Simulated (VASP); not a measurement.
SiSe2:

```
Si Se
1.0
    -2.92503    4.75197    2.91846
     2.92503   -4.75197    2.91846
     2.92503    4.75197   -2.91846
Si Se
2 4
Direct
  0.75000 0.75000 0.00000
  0.25000 0.25000 0.00000
  0.12618 0.22282 0.34900
  0.87382 0.77718 0.65100
  0.37382 0.72282 0.09664
  0.62618 0.27718 0.90336
```

```yaml
Program: VASP 6.6.1
Task: relaxation of cell and atoms
Functional: PBEsol
Potentials_or_basis: VASP PAW PBE potentials, release 64 (Si, Se)
Cutoff: 500 eV
k_mesh: 8 × 8 × 8
Occupations: gaussian, width 0.02 eV
Spin: no spin polarisation
```

At the start: pressure 0.1 GPa; volume 27.04 Å³/atom.

Where does the relaxation end?

Over 48 steps the energy falls by 3.3 meV/atom and the volume is 28.60 Å³/atom (+5.8 %); space group Ibam (No. 72, to 0.1 Å) before and after.

The path:
```tsv
step	energy change (eV)	largest force (eV/Å)	pressure (GPa)	volume (Å³)
1	0.0000	0.0977	0.08	162.26
3	-0.0046	0.0540	0.56	163.29
5	-0.0078	0.0323	0.39	164.50
7	-0.0136	0.1077	-0.29	169.99
9	-0.0156	0.0408	-0.11	172.09
11	-0.0158	0.0258	-0.03	172.39
13	-0.0161	0.0265	0.04	171.50
15	-0.0163	0.0167	-0.01	171.00
17	-0.0165	0.0133	0.13	169.52
19	-0.0166	0.0097	0.04	169.99
21	-0.0168	0.0221	-0.01	169.86
23	-0.0173	0.0069	0.06	169.33
25	-0.0176	0.0142	0.13	168.62
27	-0.0178	0.0355	-0.02	168.65
29	-0.0179	0.0295	0.01	168.65
31	-0.0185	0.0218	0.06	168.69
33	-0.0188	0.0185	0.10	168.89
35	-0.0192	0.0305	0.01	169.40
37	-0.0194	0.0140	0.09	169.68
39	-0.0195	0.0085	0.02	169.81
41	-0.0196	0.0140	-0.02	170.14
43	-0.0197	0.0039	-0.04	171.52
45	-0.0198	0.0146	0.03	171.48
47	-0.0198	0.0040	-0.01	171.60
48	-0.0198	0.0030	0.00	171.59
```

Final structure:
```cif
data_structure
_symmetry_space_group_name_H-M 'P 1'
_symmetry_Int_Tables_number 1
_cell_length_a 6.3261
_cell_length_b 6.3261
_cell_length_c 6.3261
_cell_angle_alpha 120.020
_cell_angle_beta 85.920
_cell_angle_gamma 124.809
_cell_volume 171.59
loop_
_atom_site_label
_atom_site_type_symbol
_atom_site_fract_x
_atom_site_fract_y
_atom_site_fract_z
_atom_site_occupancy
Si1 Si 0.75000 0.75000 0.00000 1
Si2 Si 0.25000 0.25000 0.00000 1
Se1 Se 0.12872 0.20522 0.33394 1
Se2 Se 0.87128 0.79478 0.66606 1
Se3 Se 0.37128 0.70522 0.07651 1
Se4 Se 0.62872 0.29478 0.92349 1
```

Caveat: the PAW data sets were made with another functional, which shifts forces and pressure a little.
